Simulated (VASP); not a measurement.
Here is a VASP 6.6.1 calculation.

File INCAR:

```
  ALGO = Normal
  EDIFF = 1E-6
  ENCUT = 520
  GGA = PE
  ISIF = 2
  ISMEAR = 0
  ISPIN = 2
  LASPH = T
  LCHARG = F
  LDAU = T
  LDAUJ = 0 0
  LDAUL = 2 -1
  LDAUPRINT = 1
  LDAUTYPE = 2
  LDAUU = 3.7 0
  LMAXMIX = 4
  LORBIT = 11
  LREAL = F
  LWAVE = F
  MAGMOM = 2.76 -2.76 -2.76 2.76 0 0 0 0 0 0
  NBANDS = 57
  NELM = 150
  PREC = Accurate
  SIGMA = 0.05
```

File KPOINTS:

```
k-points
0
Gamma
  4 4 4
```

The input POSCAR:

```
Cr2O3
1.0
    2.5533230014      1.4741617222      4.6478648488
   -2.5533230014      1.4741617222      4.6478648488
    0.0000000000     -2.9483234444      4.6478648488
Cr O
4 6
Direct
    0.3479553127      0.3479553127      0.3479553127
    0.1520446878      0.1520446878      0.1520446878
    0.6520446878      0.6520446878      0.6520446878
    0.8479553127      0.8479553127      0.8479553127
    0.5515573705      0.9484426296      0.2499999993
    0.2499999993      0.5515573705      0.9484426296
    0.9484426296      0.2499999993      0.5515573705
    0.4484426296      0.0515573705      0.7499999993
    0.7499999993      0.4484426296      0.0515573705
    0.0515573705      0.7499999993      0.4484426296
```

Potentials or basis: VASP PAW PBE potentials, release 64 (Cr_pv, O).

Command:

```sh
$ cat potpaw_PBE.64/Cr_pv/POTCAR potpaw_PBE.64/O/POTCAR > POTCAR
$ mpirun -np 1 vasp_std > vasp.out
```

(1) Estimate the site moments.

(2) Estimate the net moment.

(3) Predict the pressure.

(4) Predict the largest force.

## Answers

(1) Cr +2.93, -2.93 (each value once); O +0.00 μB.

(2) 0.00 μB per cell.

(3) -4.3 GPa.

(4) 0.097 eV/Å.

Caveat: the cell stands under tension.
